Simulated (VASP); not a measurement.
Cu: single point with PBEsol

Cu:

```
Cu
1.0
    -1.43049    1.43049    1.34627
     1.43049   -1.43049    1.34627
     1.43049    1.43049   -1.34627
Cu
1
Cartesian
  0.0000 0.0000 0.0000
```

This cell differs from its parent crystal: volume scaled by 0.97, then relaxed in part.

```json
{
 "Program": "VASP 6.6.1",
 "Task": "single point",
 "Functional": "PBEsol",
 "Potentials or basis": "VASP PAW PBE potentials, release 64 (Cu)",
 "Cutoff": "520 eV",
 "k mesh": "20 × 20 × 20",
 "Occupations": "gaussian, width 0.1 eV",
 "Spin": "no spin polarisation",
 "Dipole correction": "no",
 "Further INCAR settings": "ALGO = Normal; EDIFF = 1e-07; NBANDS = 12"
}
```

```yaml
Pressure: 6.2 GPa
```

Stress tensor (GPa, compression positive):
```
6.15 0.00 0.00
0.00 6.15 0.00
0.00 0.00 6.27
```

Levels at points of the mesh, in eV from the Fermi level:
```tsv
k point	band 4	band 5	band 6	band 7	band 8	band 9
(0.00, 0.00, 0.00)	-3.24	-2.37	-2.08	25.06	25.06	26.73
(0.50, 0.00, 0.00)	-1.97	-1.40	-0.63	4.96	17.54	17.79
(0.50, 0.50, 0.00)	-2.16	-1.43	-1.12	4.27	19.16	19.68
(0.50, 0.50, 0.50)	-1.61	-1.54	7.68	7.68	10.12	13.50
```

It took 39 s on 1 thread of AMD EPYC 9R45 96-Core Processor (Zen 5), with other jobs on the host, peak memory 0.15 GiB.

Caveat: the PAW data sets were made with another functional, which shifts forces and pressure a little.
